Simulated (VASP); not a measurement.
# CdS (P6_3mc) in VASP: notebook, part 2 of 2

VASP 6.6.1.

## Step 3: Single point, r2SCAN

This run uses another cell than the first one, of the same volume but with other edges.

POSCAR

```
CdS
1.0
    3.8909950226      0.0000000000      0.0000000000
   -1.9454975113      3.3697005356      0.0000000000
    0.0000000000      0.0000000000      7.6212625907
Cd S
2 2
Direct
    0.3333333333      0.6666666667      0.0000000000
    0.6666666667      0.3333333333      0.5000000000
    0.3333333333      0.6666666667      0.3850000000
    0.6666666667      0.3333333333      0.8850000000
```

INCAR.step1

```
  PREC = Accurate
  ENCUT = 520
  ISMEAR = 0
  SIGMA = 0.05
  LREAL = False
  LASPH = True
  NELM = 80
  NBANDS = 26
  GGA = PE
  ALGO = Normal
  EDIFF = 1E-4
  LWAVE = True
  LCHARG = False
```

INCAR.step2

```
  PREC = Accurate
  ENCUT = 520
  EDIFF = 1E-6
  ISMEAR = 0
  SIGMA = 0.05
  LREAL = False
  LASPH = True
  NELM = 80
  ALGO = Normal
  ISIF = 2
  LWAVE = False
  LCHARG = False
  METAGGA = R2SCAN
  LMIXTAU = True
  NBANDS = 26
  ISTART = 1
```

KPOINTS

```
Automatic mesh
0
Gamma
  12 12 6
```

Potentials or basis: VASP PAW PBE potentials, release 64 (Cd, S).

Started as:

```
cat potpaw_PBE.64/Cd/POTCAR potpaw_PBE.64/S/POTCAR > POTCAR
cp INCAR.step1 INCAR
mpirun -np 1 vasp_std > vasp.out
cp INCAR.step2 INCAR
mpirun -np 1 vasp_std > vasp.out
```

OUTCAR:

```text
PREC = Accurate
   ENCUT = 520
   EDIFF = 1E-6
   ISMEAR = 0
   LREAL = False
   LASPH = True
   NELM = 80
   ISIF = 2
   METAGGA = R2SCAN
   ISTART = 1

 ion  position               nearest neighbor table
   1  0.333  0.667  0.000-   4 2.41   4 2.41   4 2.41   3 2.93
   2  0.667  0.333  0.500-   3 2.41   3 2.41   3 2.41   4 2.93
   3  0.333  0.667  0.385-   2 2.41   2 2.41   2 2.41   1 2.93
   4  0.667  0.333  0.885-   1 2.41   1 2.41   1 2.41   2 2.93

  LATTYP: Found a hexagonal cell.
 ALAT       =     3.8909950226
 C/A-ratio  =     1.9586924544

  Lattice vectors:

 A1 = (   3.8909950226,   0.0000000000,   0.0000000000)
 A2 = (  -1.9454975113,   3.3697005356,   0.0000000000)
 A3 = (   0.0000000000,   0.0000000000,   7.6212625907)

Analysis of symmetry for initial positions (statically):
=====================================================================
 Subroutine PRICEL returns:
 Original cell was already a primitive cell.

 Routine SETGRP: Setting up the symmetry group for a
 hexagonal supercell.

 Subroutine GETGRP returns: Found 12 space group operations
 (whereof  6 operations were pure point group operations)
 out of a pool of 24 trial point group operations.

The static configuration has the point symmetry C_3v.
 The point group associated with its full space group is C_6v.

Analysis of symmetry for dynamics (positions and initial velocities):
=====================================================================
 Subroutine PRICEL returns:
 Original cell was already a primitive cell.

 Routine SETGRP: Setting up the symmetry group for a
 hexagonal supercell.

 Subroutine GETGRP returns: Found 12 space group operations
 (whereof  6 operations were pure point group operations)
 out of a pool of 24 trial point group operations.

The dynamic configuration has the point symmetry C_3v.
 The point group associated with its full space group is C_6v.

 Subroutine INISYM returns: Found 12 space group operations
 (whereof  6 operations are pure point group operations),
 and found     1 'primitive' translations

----------------------------------------------------------------------------------------

                                     Primitive cell

  volume of cell :      99.9261

  direct lattice vectors                    reciprocal lattice vectors
     3.890995023  0.000000000  0.000000000     0.257003670  0.148381138  0.000000000
    -1.945497511  3.369700536  0.000000000     0.000000000  0.296762276  0.000000000
     0.000000000  0.000000000  7.621262591     0.000000000  0.000000000  0.131211855

  length of vectors
     3.890995023  3.890995023  7.621262591     0.296762276  0.296762276  0.131211855

  position of ions in fractional coordinates (direct lattice)
     0.333333333  0.666666667  0.000000000
     0.666666667  0.333333333  0.500000000
     0.333333333  0.666666667  0.385000000
     0.666666667  0.333333333  0.885000000

  ion indices of the primitive-cell ions
   primitive index   ion index
                 1           1
                 2           2
                 3           3
                 4           4

----------------------------------------------------------------------------------------

[... 21 lines left out ...]

 Found     76 irreducible k-points:

 Following reciprocal coordinates:
            Coordinates               Weight
  0.000000  0.000000  0.000000      1.000000
  0.083333  0.000000  0.000000      6.000000
  0.166667  0.000000  0.000000      6.000000
  0.250000  0.000000  0.000000      6.000000
  0.333333  0.000000  0.000000      6.000000
  0.416667  0.000000  0.000000      6.000000
[... 16 lines left out ...]
  0.250000  0.000000  0.166667     12.000000
  0.333333  0.000000  0.166667     12.000000
 [... further k-points ...]
   k-points           NKPTS =     76   k-points in BZ     NKDIM =     76   number of bands    NBANDS=     26
   number of dos      NEDOS =    301   number of ions     NIONS =      4
   total plane-waves  NPLWV =  54000
   dimension x,y,z NGX =    30 NGY =   30 NGZ =   60
   dimension x,y,z NGXF=    60 NGYF=   60 NGZF=  120
   ions per type =               2   2
   NGX,Y,Z   is equivalent  to a cutoff of  12.82, 12.82, 13.09 a.u.
   NGXF,Y,Z  is equivalent  to a cutoff of  25.64, 25.64, 26.18 a.u.
 SYSTEM =  unknown system
   PREC   = accura    normal or accurate (medium, high low for compatibility)
   ISTART =      1    job   : 0-new  1-cont  2-samecut
   ICHARG =      0    charge: 1-file 2-atom 10-const
   ISPIN  =      1    spin polarized calculation?
   LNONCOLLINEAR =      F non collinear calculations
   LSORBIT =      F    spin-orbit coupling
   LASPH  =      T    aspherical Exc in radial PAW
   ENCUT  =  520.0 eV  38.22 Ry    6.18 a.u.   7.23  7.23 14.17*2*pi/ulx,y,z
   NELM   =     80;   NELMIN=  2; NELMDL=  0     # of ELM steps
   EDIFF  = 0.1E-05   stopping-criterion for ELM
   LREAL  =      F    real-space projection
   EDIFFG = 0.1E-04   stopping-criterion for IOM
   NSW    =      0    number of steps for IOM
   IBRION =     -1    ionic relax: 0-MD 1-quasi-New 2-CG
   NFREE  =      0    steps in history (QN), initial steepest desc. (CG)
   ISIF   =      2    stress and relaxation
   ISYM   =      2    0-nonsym 1-usesym 2-fastsym
   POTIM  = 0.5000    time-step for ionic-motion
   TEBEG  =    0.0;   TEEND  =   0.0 temperature during run
   PSTRESS=    0.0 pullay stress
   NELECT =      36.0000    total number of electrons
   NUPDOWN=      -1.0000    fix difference up-down
   EMIN   =  10.00;   EMAX   =-10.00  energy-range for DOS
   EFERMI =   0.00;   METHOD = LEGACY
   ISMEAR =     0;   SIGMA  =   0.05  broadening in eV -4-tet -1-fermi 0-gaus
   EFERMI_NEDOS =   21; number of points for ismear=-14 and -15
   IALGO  =     38    algorithm
   IMIX   =      4    mixing-type and parameters
     AMIX     =   0.40;   BMIX     =  1.00
     AMIX_MAG =   1.60;   BMIX_MAG =  1.00
  volume/ion in A,a.u.               =      24.98       168.58
  Fermi-wavevector in a.u.,A,eV,Ry     =   1.164884  2.201312 18.462491  1.356955
  Thomas-Fermi vector in A             =   2.301417
   LORBIT       =      0    0 simple, 1 ext, 2 COOP (PROOUT), +10 PAW based schemes
   METAGGA = R2SCAN    functional components
   LHFCALC =     F    Hartree Fock is set to
   AEXX    =    0.0000 exact exchange contribution
   IVDW    =     0    specifies the selected vdW correction
   LEPSILON=     F    determine dielectric tensor
   LRPA    =     F    only Hartree local field effects (RPA)
 non-spin polarized calculation
 Gauss-broadening in eV      SIGMA  =   0.05
  energy-cutoff  :      520.00
  volume of cell :       99.93
 maximum number of plane-waves:      2710
 NGX is ok and might be reduce to    30

 number of electron      35.9999997 magnetization

 Free energy of the ion-electron system (eV)
  ---------------------------------------------------
  ext. energy  EPLUGINS =         0.00000000
  ---------------------------------------------------
  free energy    TOTEN  =       -58.58748728 eV

  energy without entropy =      -58.58748728  energy(sigma->0) =      -58.58748728

 E-fermi :   1.5207     XC(G=0):  -9.6641

 val. band max:        1.2936341292   @ k =   0.0000   0.0000   0.0000
 cond. band min:       2.5325838520   @ k =   0.0000   0.0000   0.0000
 fundamental gap:      1.2389497228
 Fermi energy:         1.5207281993

 k-point     1 :       0.0000    0.0000    0.0000
  band No.  band energies     occupation
      1     -12.0067      2.00000
      2     -11.7614      2.00000
      3      -7.1593      2.00000
      4      -7.1593      2.00000
      5      -7.1237      2.00000
      6      -7.1237      2.00000
[... 685 lines left out ...]
     25       9.6092      0.00000
     26      11.1155      0.00000

 [... further k-points ...]

------------------------ aborting loop because EDIFF is reached ----------------------------------------

  FORCE on cell =-STRESS in cart. coord.  units (eV):
  Direction    XX          YY          ZZ          XY          YZ          ZX
  --------------------------------------------------------------------------------------
  -------------------------------------------------------------------------------------
  Total        7.1455741      7.1455741     -3.2706950      0.0000000      0.0000000      0.0000000
  in kB      114.5694426    114.5694426    -52.4410909      0.0000000      0.0000000      0.0000000
  external PRESSURE =      58.8992648 kB  Pullay stress =       0.0000000 kB

 VOLUME and BASIS-vectors are now :
 -----------------------------------------------------------------------------
  energy-cutoff  :      520.00
  volume of cell :       99.93
      direct lattice vectors                 reciprocal lattice vectors
     3.890995023  0.000000000  0.000000000     0.257003670  0.148381138  0.000000000
    -1.945497511  3.369700536  0.000000000     0.000000000  0.296762276  0.000000000
     0.000000000  0.000000000  7.621262591     0.000000000  0.000000000  0.131211855

 POSITION                                       TOTAL-FORCE (eV/Angst)
 -----------------------------------------------------------------------------------
     -0.00000      2.24647      0.00000        -0.000000      0.000000      0.990324
      1.94550      1.12323      3.81063        -0.000000      0.000000      0.990324
     -0.00000      2.24647      2.93419         0.000000      0.000000     -0.990324
      1.94550      1.12323      6.74482         0.000000     -0.000000     -0.990324
 -----------------------------------------------------------------------------------
    total drift:                               -0.000000     -0.000000     -0.001484

  FREE ENERGIE OF THE ION-ELECTRON SYSTEM (eV)
  ---------------------------------------------------
  free  energy   TOTEN  =       -58.5874872814 eV

  energy  without entropy=      -58.5874872814  energy(sigma->0) =      -58.58748728
```

It took 19 min on 1 thread of Intel Xeon 8259CL, shared host; peak memory 0.35 GiB.

What came out:

* Free energy: -58.5875 eV
* Pressure: 5.9 GPa
* Largest force: 0.990 eV/Å
* Band gap on the k mesh: 1.24 eV

Forces in eV/Å, atoms in the order of the input:
```
Cd   0.000  0.000  0.990
Cd   0.000  0.000  0.990
S    0.000  0.000 -0.990
S    0.000  0.000 -0.990
```

Levels at points of the mesh, in eV from the valence-band top:
```
           k point  band 14  band 15  band 16  band 17  band 18  band 19  band 20  band 21  band 22  band 23
(0.00, 0.00, 0.00)    -0.96    -0.37    -0.37     0.00     0.00     1.24     3.85     5.92     6.67     7.57
(0.50, 0.00, 0.00)    -4.32    -2.66    -1.72    -1.54    -1.15     3.42     4.62     4.79     5.33     7.56
(0.00, 0.00, 0.50)    -3.03    -0.19    -0.19    -0.19    -0.19     3.19     3.19     5.78     5.78     7.83
(0.50, 0.00, 0.50)    -4.60    -1.87    -1.87    -1.45    -1.45     3.29     3.29     5.46     5.46     7.83
```

Caveat: the stress differs along the axes, from -5 to 11 GPa; the PAW data sets were made with another functional, which shifts forces and pressure a little. A k mesh can miss the band edges.

## Step 4: Single point, r2SCAN

This run uses another cell than the first one, of the same volume but with other edges.

POSCAR

```
CdS
1.0
    4.2513332376      0.0000000000      0.0000000000
   -2.1256666188      3.6817625837      0.0000000000
    0.0000000000      0.0000000000      6.3840749890
Cd S
2 2
Direct
    0.3333333333      0.6666666667      0.0000000000
    0.6666666667      0.3333333333      0.5000000000
    0.3333333333      0.6666666667      0.3850000000
    0.6666666667      0.3333333333      0.8850000000
```

INCAR.step1

```
PREC = Accurate ; ENCUT = 520
ISMEAR = 0 ; SIGMA = 0.05
LREAL = False ; LASPH = True
NELM = 100 ; NBANDS = 26
GGA = PE ; ALGO = Normal
EDIFF = 1E-4 ; LWAVE = True
LCHARG = False
```

INCAR.step2

```
PREC = Accurate ; ENCUT = 520
EDIFF = 1E-6 ; ISMEAR = 0
SIGMA = 0.05 ; LREAL = False
LASPH = True ; NELM = 100
ALGO = Normal ; ISIF = 2
LWAVE = False ; LCHARG = True
METAGGA = R2SCAN ; LMIXTAU = True
LELF = True ; LVHAR = True
NBANDS = 26 ; ISTART = 1
```

KPOINTS

```
regular mesh
0
Gamma
  12 12 6
```

Started as:

```
cat potpaw_PBE.64/Cd/POTCAR potpaw_PBE.64/S/POTCAR > POTCAR
cp INCAR.step1 INCAR
mpirun -np 1 vasp_std > vasp.out
cp INCAR.step2 INCAR
mpirun -np 1 vasp_std > vasp.out
```

It took 13 min on 1 thread of Intel Xeon 8259CL, shared host; peak memory 0.34 GiB.

Results (log left out):

| Property | Result |
| --- | --- |
| Free energy | -59.2837 eV |
| Pressure | 1.6 GPa |
| Largest force | 0.459 eV/Å |
| Band gap on the k mesh | 1.63 eV |

Forces in eV/Å, atoms in the order of the input:
```
Cd   0.000  0.000 -0.459
Cd   0.000  0.000 -0.459
S    0.000  0.000  0.459
S    0.000  0.000  0.459
```

Stress tensor (GPa, compression positive):
```
-0.73  0.00  0.00
 0.00 -0.73  0.00
 0.00  0.00  6.22
```

Levels at points of the mesh, in eV from the valence-band top:
| k point | band 14 | band 15 | band 16 | band 17 | band 18 | band 19 | band 20 | band 21 | band 22 | band 23 |
| --- | --- | --- | --- | --- | --- | --- | --- | --- | --- | --- |
| (0.00, 0.00, 0.00) | -1.04 | -1.04 | -0.12 | -0.12 | 0.00 | 1.63 | 2.72 | 6.62 | 6.62 | 7.93 |
| (0.50, 0.00, 0.00) | -3.44 | -2.70 | -2.16 | -1.31 | -0.81 | 3.85 | 4.19 | 5.69 | 7.12 | 7.44 |
| (0.00, 0.00, 0.50) | -2.31 | -0.59 | -0.59 | -0.59 | -0.59 | 3.15 | 3.15 | 6.87 | 6.87 | 6.94 |
| (0.50, 0.00, 0.50) | -4.21 | -1.52 | -1.52 | -1.14 | -1.14 | 3.94 | 3.94 | 5.87 | 5.87 | 8.30 |

Caveat: the stress differs along the axes, from -1 to 6 GPa; the PAW data sets were made with another functional, which shifts forces and pressure a little. A k mesh can miss the band edges.

## Step 5: Overview

| cell | gap on the mesh (eV) | pressure (GPa) | largest force (eV/Å) |
| --- | --- | --- | --- |
| a = 4.365, b = 4.365, c = 6.056 Å, angles 90.0, 90.0, 120.0°, 4 atoms | 1.63 | 3.2 | 1.60 |
| a = 3.891, b = 3.891, c = 7.621 Å, angles 90.0, 90.0, 120.0°, 4 atoms | 1.24 | 5.9 | 0.99 |
| a = 4.251, b = 4.251, c = 6.384 Å, angles 90.0, 90.0, 120.0°, 4 atoms | 1.63 | 1.6 | 0.46 |

Alike in all rows: task single point; level r2SCAN; potentials or basis VASP PAW PBE potentials, release 64 (Cd, S); no spin polarisation; k mesh 12 × 12 × 6; cutoff (eV) 520; smearing gaussian 0.05 eV.

Caveats: the PAW data sets were made with another functional, which shifts forces and pressure a little; the stress differs along the axes, from -3 to 15 GPa (at least some runs); the stress differs along the axes, from -5 to 11 GPa (at least some runs); the stress differs along the axes, from -1 to 6 GPa (at least some runs).

Absolute energies hang on the potentials; compare differences alone.
